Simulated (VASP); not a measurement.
# Nb (Pm-3m) in VASP: further runs

Nb is run at these levels: LDA; tasks: single point, relaxation of cell and atoms.

Program: VASP 6.6.1. These are calculated values, not measurements. Logs are shortened: lines on timing, memory, paths and dates and some standing lists are left out, and cuts for length are marked.

## 1. The cell of the first run

Symmetry: Pm-3m, No. 221, cubic system. The conventional cell has a = 2.655 Å, b = 2.655 Å, c = 2.655 Å, α = 90.00°, β = 90.00°, γ = 90.00°. Within 3.5 Å of Nb (site symmetry m-3m) lie 6 Nb at 2.66 Å.

## 2. Single point, LDA

INCAR reads:

```
ALGO = Normal
EDIFF = 1E-6
ENCUT = 500
GGA = CA
GGA_COMPAT = False
ISIF = 2
ISMEAR = -1
LASPH = True
LCHARG = True
LELF = True
LREAL = False
LVHAR = True
LWAVE = False
NBANDS = 12
NELM = 120
PREC = Accurate
SIGMA = 0.1
```

KPOINTS reads:

```
k-points
0
Gamma
  9 9 9
```

POSCAR reads:

```
Nb
1.0
    2.6552633766      0.0000000000      0.0000000000
    0.0000000000      2.6552633766      0.0000000000
    0.0000000000      0.0000000000      2.6552633766
Nb
1
Direct
    0.0000000000      0.0000000000      0.0000000000
```

Potentials or basis: VASP PAW LDA potentials, release 64 (Nb_sv).

Run with:

```console
$ cat potpaw_LDA.64/Nb_sv/POTCAR > POTCAR
$ mpirun -np 1 vasp_std > vasp.out
```

OUTCAR:

```text
EDIFF = 1E-6
   ENCUT = 500
   GGA = CA
   ISIF = 2
   ISMEAR = -1
   LASPH = True
   LREAL = False
   NELM = 120
   PREC = Accurate

 ion  position               nearest neighbor table
   1  0.000  0.000  0.000-

  LATTYP: Found a simple cubic cell.
 ALAT       =     2.6552633766

  Lattice vectors:

 A1 = (   2.6552633766,   0.0000000000,   0.0000000000)
 A2 = (   0.0000000000,   2.6552633766,   0.0000000000)
 A3 = (   0.0000000000,   0.0000000000,   2.6552633766)

Analysis of symmetry for initial positions (statically):
=====================================================================
 Subroutine PRICEL returns:
 Original cell was already a primitive cell.

 Routine SETGRP: Setting up the symmetry group for a
 simple cubic supercell.

 Subroutine GETGRP returns: Found 48 space group operations
 (whereof 48 operations were pure point group operations)
 out of a pool of 48 trial point group operations.

The static configuration has the point symmetry O_h .

Analysis of symmetry for dynamics (positions and initial velocities):
=====================================================================
 Subroutine PRICEL returns:
 Original cell was already a primitive cell.

 Routine SETGRP: Setting up the symmetry group for a
 simple cubic supercell.

 Subroutine GETGRP returns: Found 48 space group operations
 (whereof 48 operations were pure point group operations)
 out of a pool of 48 trial point group operations.

The dynamic configuration has the point symmetry O_h .

 Subroutine INISYM returns: Found 48 space group operations
 (whereof 48 operations are pure point group operations),
 and found     1 'primitive' translations

----------------------------------------------------------------------------------------

                                     Primitive cell

  volume of cell :      18.7207

  direct lattice vectors                    reciprocal lattice vectors
     2.655263377  0.000000000  0.000000000     0.376610474  0.000000000  0.000000000
     0.000000000  2.655263377  0.000000000     0.000000000  0.376610474  0.000000000
     0.000000000  0.000000000  2.655263377     0.000000000  0.000000000  0.376610474

  length of vectors
     2.655263377  2.655263377  2.655263377     0.376610474  0.376610474  0.376610474

  position of ions in fractional coordinates (direct lattice)
     0.000000000  0.000000000  0.000000000

  ion indices of the primitive-cell ions
   primitive index   ion index
                 1           1

----------------------------------------------------------------------------------------

 KPOINTS: k-points

Automatic generation of k-mesh.
 Grid dimensions read from file:
 generate k-points for:    9    9    9

 Generating k-lattice:

  Cartesian coordinates                     Fractional coordinates (reciprocal lattice)
     0.041845608  0.000000000  0.000000000     0.111111111  0.000000000  0.000000000
     0.000000000  0.041845608  0.000000000     0.000000000  0.111111111  0.000000000
     0.000000000  0.000000000  0.041845608     0.000000000  0.000000000  0.111111111

  Length of vectors
     0.041845608  0.041845608  0.041845608

  Shift w.r.t. Gamma in fractional coordinates (k-lattice)
     0.000000000  0.000000000  0.000000000

 Subroutine IBZKPT returns following result:
 ===========================================

 Found     35 irreducible k-points:

 Following reciprocal coordinates:
            Coordinates               Weight
  0.000000  0.000000  0.000000      1.000000
  0.111111  0.000000  0.000000      6.000000
  0.222222  0.000000  0.000000      6.000000
  0.333333  0.000000  0.000000      6.000000
  0.444444  0.000000  0.000000      6.000000
  0.111111  0.111111  0.000000     12.000000
[... 16 lines left out ...]
  0.333333  0.333333  0.111111     24.000000
  0.444444  0.333333  0.111111     48.000000
 [... further k-points ...]
   k-points           NKPTS =     35   k-points in BZ     NKDIM =     35   number of bands    NBANDS=     12
   number of dos      NEDOS =    301   number of ions     NIONS =      1
   total plane-waves  NPLWV =   8000
   dimension x,y,z NGX =    20 NGY =   20 NGZ =   20
   dimension x,y,z NGXF=    40 NGYF=   40 NGZF=   40
   ions per type =               1
   NGX,Y,Z   is equivalent  to a cutoff of  12.52, 12.52, 12.52 a.u.
   NGXF,Y,Z  is equivalent  to a cutoff of  25.04, 25.04, 25.04 a.u.
 SYSTEM =  unknown system
   PREC   = accura    normal or accurate (medium, high low for compatibility)
   ISTART =      0    job   : 0-new  1-cont  2-samecut
   ICHARG =      2    charge: 1-file 2-atom 10-const
   ISPIN  =      1    spin polarized calculation?
   LNONCOLLINEAR =      F non collinear calculations
   LSORBIT =      F    spin-orbit coupling
   LASPH  =      T    aspherical Exc in radial PAW
   ENCUT  =  500.0 eV  36.75 Ry    6.06 a.u.   4.84  4.84  4.84*2*pi/ulx,y,z
   NELM   =    120;   NELMIN=  2; NELMDL= -5     # of ELM steps
   EDIFF  = 0.1E-05   stopping-criterion for ELM
   LREAL  =      F    real-space projection
   EDIFFG = 0.1E-04   stopping-criterion for IOM
   NSW    =      0    number of steps for IOM
   IBRION =     -1    ionic relax: 0-MD 1-quasi-New 2-CG
   NFREE  =      0    steps in history (QN), initial steepest desc. (CG)
   ISIF   =      2    stress and relaxation
   ISYM   =      2    0-nonsym 1-usesym 2-fastsym
   POTIM  = 0.5000    time-step for ionic-motion
   TEBEG  =    0.0;   TEEND  =   0.0 temperature during run
   PSTRESS=    0.0 pullay stress
   NELECT =      13.0000    total number of electrons
   NUPDOWN=      -1.0000    fix difference up-down
   EMIN   =  10.00;   EMAX   =-10.00  energy-range for DOS
   EFERMI =   0.00;   METHOD = LEGACY
   ISMEAR =    -1;   SIGMA  =   0.10  broadening in eV -4-tet -1-fermi 0-gaus
   EFERMI_NEDOS =   21; number of points for ismear=-14 and -15
   IALGO  =     38    algorithm
   IMIX   =      4    mixing-type and parameters
     AMIX     =   0.40;   BMIX     =  1.00
     AMIX_MAG =   1.60;   BMIX_MAG =  1.00
  volume/ion in A,a.u.               =      18.72       126.33
  Fermi-wavevector in a.u.,A,eV,Ry     =   1.449712  2.739558 28.594879  2.101664
  Thomas-Fermi vector in A             =   2.567407
   LORBIT       =      0    0 simple, 1 ext, 2 COOP (PROOUT), +10 PAW based schemes
   GGA     = CA    functional components
   LHFCALC =     F    Hartree Fock is set to
   AEXX    =    0.0000 exact exchange contribution
   IVDW    =     0    specifies the selected vdW correction
   LEPSILON=     F    determine dielectric tensor
   LRPA    =     F    only Hartree local field effects (RPA)
 non-spin polarized calculation
  energy-cutoff  :      500.00
  volume of cell :       18.72
 maximum number of plane-waves:       487
 NGX is ok and might be reduce to    20
   NGX =  9   NGY =  9   NGZ =  9

 number of electron      13.0000002 magnetization

 Free energy of the ion-electron system (eV)
  ---------------------------------------------------
  ext. energy  EPLUGINS =         0.00000000
  ---------------------------------------------------
  free energy    TOTEN  =       -10.25829401 eV

  energy without entropy =      -10.22473324  energy(sigma->0) =      -10.24151362

 E-fermi :  10.5966     XC(G=0): -12.3975

 val. band max:       10.4806386028   @ k =   0.4444   0.3333   0.2222
 cond. band min:      10.6616008562   @ k =   0.3333   0.3333   0.2222
 fundamental gap:      0.1809622534
 Fermi energy:        10.5966319054

 k-point     1 :       0.0000    0.0000    0.0000
  band No.  band energies     occupation
      1     -43.8065      2.00000
      2     -19.0749      2.00000
      3     -19.0749      2.00000
      4     -19.0749      2.00000
      5       4.8322      2.00000
      6       7.4806      2.00000
      7       7.4807      2.00000
      8      16.0750      0.00000
      9      16.0750      0.00000
     10      16.0750      0.00000
     11      25.7544      0.00000
     12      25.7544      0.00000

 k-point     2 :       0.1111    0.0000    0.0000
  band No.  band energies     occupation
      1     -43.7783      2.00000
      2     -19.3029      2.00000
      3     -19.0554      2.00000
      4     -19.0554      2.00000
      5       5.1990      2.00000
      6       7.5818      2.00000
      7       7.9302      2.00000
      8      15.4816      0.00000
      9      15.4816      0.00000
     10      16.1177      0.00000
     11      24.2163      0.00000
     12      26.5331      0.00000

 k-point     3 :       0.2222    0.0000    0.0000
  band No.  band energies     occupation
      1     -43.7061      2.00000
      2     -19.8545      2.00000
      3     -19.0056      2.00000
      4     -19.0056      2.00000
      5       6.0564      2.00000
      6       7.8511      2.00000
      7       9.2091      2.00000
      8      14.2641      0.00000
      9      14.2641      0.00000
     10      16.2278      0.00000
     11      21.8645      0.00000
     12      27.6375      0.00000

 k-point     4 :       0.3333    0.0000    0.0000
  band No.  band energies     occupation
      1     -43.6224      2.00000
      2     -20.4435      2.00000
      3     -18.9484      2.00000
      4     -18.9484      2.00000
      5       7.0520      2.00000
      6       8.1841      2.00000
      7      10.6705      0.64661
      8      13.1644      0.00000
      9      13.1644      0.00000
     10      16.3570      0.00000
     11      20.5586      0.00000
     12      25.4710      0.00000

 k-point     5 :       0.4444    0.0000    0.0000
  band No.  band energies     occupation
      1     -43.5669      2.00000
      2     -20.8096      2.00000
      3     -18.9107      2.00000
      4     -18.9107      2.00000
      5       7.8502      2.00000
      6       8.4199      2.00000
      7      11.2618      0.00258
      8      12.5461      0.00000
      9      12.5461      0.00000
     10      16.4433      0.00000
     11      20.9015      0.00000
     12      24.3094      0.00000

 k-point     6 :       0.1111    0.1111    0.0000
  band No.  band energies     occupation
      1     -43.7503      2.00000
      2     -19.2937      2.00000
      3     -19.2697      2.00000
      4     -19.0360      2.00000
      5       5.5657      2.00000
      6       7.8621      2.00000
      7       8.1889      2.00000
      8      14.8471      0.00000
      9      15.4157      0.00000
     10      15.6597      0.00000
     11      24.8724      0.00000
     12      24.9790      0.00000

 k-point     7 :       0.2222    0.1111    0.0000
  band No.  band energies     occupation
      1     -43.6784      2.00000
      2     -19.8300      2.00000
      3     -19.2271      2.00000
      4     -18.9866      2.00000
      5       6.4012      2.00000
      6       8.2006      2.00000
      7       9.3539      1.99999
      8      13.6481      0.00000
      9      14.3179      0.00000
     10      15.6964      0.00000
     11      22.5031      0.00000
     12      26.2637      0.00000

 k-point     8 :       0.3333    0.1111    0.0000
  band No.  band energies     occupation
      1     -43.5951      2.00000
      2     -20.4151      2.00000
      3     -19.1652      2.00000
      4     -18.9298      2.00000
      5       7.3580      2.00000
      6       8.5578      2.00000
      7      10.3680      1.81547
      8      13.1318      0.00000
      9      13.2374      0.00000
     10      15.8442      0.00000
     11      20.9525      0.00000
     12      25.9938      0.00000
[... 166 lines left out ...]
 k-point    20 :       0.2222    0.2222    0.1111
  band No.  band energies     occupation
      1     -43.5800      2.00000
      2     -19.7680      2.00000
      3     -19.7158      2.00000
      4     -19.1536      2.00000
      5       7.4344      2.00000
      6       9.1714      2.00000
      7      10.2089      1.95943
      8      12.6991      0.00000
      9      13.9282      0.00000
     10      13.9831      0.00000
     11      24.1725      0.00000
     12      24.7583      0.00000

 k-point    21 :       0.3333    0.2222    0.1111
  band No.  band energies     occupation
      1     -43.4981      2.00000
      2     -20.3149      2.00000
      3     -19.6683      2.00000
      4     -19.0935      2.00000
      5       7.9850      2.00000
      6       9.2953      2.00000
      7      10.9052      0.08744
      8      12.1119      0.00000
      9      14.0099      0.00000
     10      14.3811      0.00000
     11      22.3355      0.00000
     12      25.7202      0.00000

 k-point    22 :       0.4444    0.2222    0.1111
  band No.  band energies     occupation
      1     -43.4436      2.00000
      2     -20.6706      2.00000
      3     -19.6208      2.00000
      4     -19.0539      2.00000
      5       8.2211      2.00000
      6       9.3384      1.99999
      7      10.9164      0.07848
      8      11.5059      0.00022
      9      14.3055      0.00000
     10      16.0167      0.00000
     11      21.1589      0.00000
     12      26.5805      0.00000

 k-point    23 :       0.3333    0.3333    0.1111
  band No.  band energies     occupation
      1     -43.4172      2.00000
      2     -20.2491      2.00000
      3     -20.2116      2.00000
      4     -19.0349      2.00000
      5       7.5444      2.00000
      6       9.4141      1.99999
      7      12.1528      0.00000
      8      12.1871      0.00000
      9      13.9191      0.00000
     10      15.0157      0.00000
     11      22.2236      0.00000
     12      24.6926      0.00000

 k-point    24 :       0.4444    0.3333    0.1111
  band No.  band energies     occupation
      1     -43.3636      2.00000
      2     -20.5805      2.00000
      3     -20.1747      2.00000
      4     -18.9962      2.00000
      5       7.0614      2.00000
      6       9.7274      1.99966
      7      11.7422      0.00002
      8      12.3551      0.00000
      9      14.5025      0.00000
     10      16.9551      0.00000
     11      20.8933      0.00000
     12      25.2254      0.00000

 [... further k-points ...]
[... 5 lines left out ...]
  --------------------------------------------------------------------------------------
  -------------------------------------------------------------------------------------
  Total       -0.0102932     -0.0102932     -0.0102932     -0.0000000      0.0000000     -0.0000000
  in kB       -0.8809194     -0.8809194     -0.8809194     -0.0000000      0.0000000     -0.0000000
  external PRESSURE =      -0.8809194 kB  Pullay stress =       0.0000000 kB

 VOLUME and BASIS-vectors are now :
 -----------------------------------------------------------------------------
  energy-cutoff  :      500.00
  volume of cell :       18.72
      direct lattice vectors                 reciprocal lattice vectors
     2.655263377  0.000000000  0.000000000     0.376610474  0.000000000  0.000000000
     0.000000000  2.655263377  0.000000000     0.000000000  0.376610474  0.000000000
     0.000000000  0.000000000  2.655263377     0.000000000  0.000000000  0.376610474

 POSITION                                       TOTAL-FORCE (eV/Angst)
 -----------------------------------------------------------------------------------
      0.00000      0.00000      0.00000         0.000000      0.000000      0.000000
 -----------------------------------------------------------------------------------
    total drift:                                0.000000      0.000000      0.000000

  FREE ENERGIE OF THE ION-ELECTRON SYSTEM (eV)
  ---------------------------------------------------
  free  energy   TOTEN  =       -10.2582940068 eV

  energy  without entropy=      -10.2247332407  energy(sigma->0) =      -10.24151362
```

It took 11 s on 1 thread of Intel Xeon 8259CL, shared host; peak memory 0.12 GiB.

Results:

```yaml
Free_energy: -10.2583 eV
Pressure: -0.1 GPa
```

## 3. Single point, LDA

This run uses another cell than the first one, of 19.10 Å³/atom, 1.020 times its volume.

INCAR reads:

```
SYSTEM = Nb
PREC = Accurate ; ENCUT = 500
EDIFF = 1E-6 ; ISMEAR = -1
SIGMA = 0.1 ; LREAL = .False.
LASPH = .True. ; NELM = 120
ALGO = Normal ; ISIF = 2
LWAVE = .False. ; LCHARG = .False.
NBANDS = 12 ; GGA_COMPAT = .False.
```

KPOINTS reads:

```
Automatic mesh
0
Gamma
  9 9 9
  0 0 0
```

POSCAR reads:

```
Nb
1.0
    2.6728484148      0.0000000000      0.0000000000
    0.0000000000      2.6728484148      0.0000000000
    0.0000000000      0.0000000000      2.6728484148
Nb
1
Direct
    0.0000000000      0.0000000000      0.0000000000
```

Potentials or basis: VASP PAW LDA potentials, release 64 (Nb_sv).

Run with:

```console
$ cat potpaw_LDA.64/Nb_sv/POTCAR > POTCAR
$ mpirun -np 1 vasp_std > vasp.out
```

It took 12 s on 1 thread of Intel Xeon 8259CL, shared host; peak memory 0.12 GiB.

Results (log left out):

- Free energy: -10.2551 eV
- Pressure: -2.9 GPa

Levels at points of the mesh, in eV from the Fermi level:
| k point | band 3 | band 4 | band 5 | band 6 | band 7 | band 8 | band 9 | band 10 | band 11 | band 12 |
| --- | --- | --- | --- | --- | --- | --- | --- | --- | --- | --- |
| (0.00, 0.00, 0.00) | -29.72 | -29.72 | -5.72 | -3.03 | -3.03 | 5.35 | 5.35 | 5.35 | 14.98 | 14.98 |

(Part 1 of 2 ends here.)
